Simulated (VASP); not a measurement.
Runs of VASP 6.6.1 on AlNi3. The structure is that of space group Fm-3m (No. 225), or close to it. The cells are those of the table. 

```tsv
spin	fixed moment (μB)	cell	pressure (GPa)	moment (μB)
collinear, ferromagnetic start	0.75	a = 3.929 Å, angles 60.0°, 4 atoms	(b)	0.75
collinear, ferromagnetic start	3.0	a = 3.929 Å, angles 60.0°, 4 atoms	20.1	3.00
collinear, ferromagnetic start	2.25	a = 4.165 Å, angles 60.0°, 4 atoms	-12.5	2.25
collinear, ferromagnetic start	0.75	a = 4.238 Å, angles 60.0°, 4 atoms	-19.7	0.75
collinear	0.375	a = 4.011 Å, angles 60.0°, 4 atoms	(a)	0.38
```

Alike in all rows: task single point; level PBE; potentials or basis VASP PAW PBE potentials, release 64 (Al, Ni); k mesh 14 × 14 × 14; cutoff (eV) 520; smearing gaussian 0.15 eV.

**Question.** Fill in the values left out.

**Answer.** (a) 0.2; (b) 13.4.

Caveats: the total moment is fixed, so each spin has its own Fermi level and the state may be an excited one; the cell stands under pressure (at least some runs); the cell stands under tension (at least some runs).
